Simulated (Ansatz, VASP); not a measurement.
# CaC4O4: VASP beside Ansatz

```xyz
18
Lattice="-3.4908 3.4908 5.1513 3.4908 -3.4908 5.1513 3.4908 3.4908 -5.1513" Properties=species:S:1:pos:R:3 pbc="T T T"
Ca    0.0000    0.0000    5.1513
Ca    3.4908    0.0000    2.5756
C     0.0000    0.0000    0.6081
C     0.0000    3.4908    3.1838
C     0.0000    3.4908    1.9675
C     0.0000    0.0000    9.6944
C     0.0000    0.0000    2.0520
C     0.0000    3.4908    4.6276
C     0.0000    3.4908    0.5236
C     0.0000    0.0000    8.2505
O     1.1117    0.0000    2.6578
O     3.4908    1.1117    0.0822
O     0.0000    2.3791    5.2334
O     2.3791    3.4908   -2.4935
O     2.3791    0.0000    5.0691
O     3.4908    2.3791    2.4935
O     0.0000    1.1117    7.6447
O     1.1117    3.4908   -0.0822
```

Alike in both runs: functional PBE; k mesh 6 × 6 × 6; occupations gaussian, width 0.02 eV; no spin polarisation.

Ansatz relaxed the structure, and its values are those at the end. VASP's run is a single point on that final structure, the one shown.

|  | VASP | Ansatz |
| --- | --- | --- |
| version | VASP 6.6.1 | Ansatz 0.2.0 |
| potentials or method | VASP PAW PBE potentials, release 64 (Ca_sv, C, O), cutoff 520 eV | scalar-relativistic, plane waves, PAW |
| valence electrons in the cell | 100 | 100 |

```tsv
	VASP	Ansatz	Ansatz less VASP
gap on the k mesh at the Fermi level (eV)	3.82	3.83	+0.010
least direct gap on the mesh (eV)	3.87	3.88	+0.010
pressure (GPa)	0.6	0.0	-0.64
rms of the force components (eV/Å)	0.138	0.002	-0.1363
```

One of these differences is far larger than is usual between the two programs; its cause wasn't traced. The functional is the same, so the differences come from potentials, cutoffs and numerics.

Noted on VASP's run: the standard files for N, O and F lose accuracy on very short bonds.
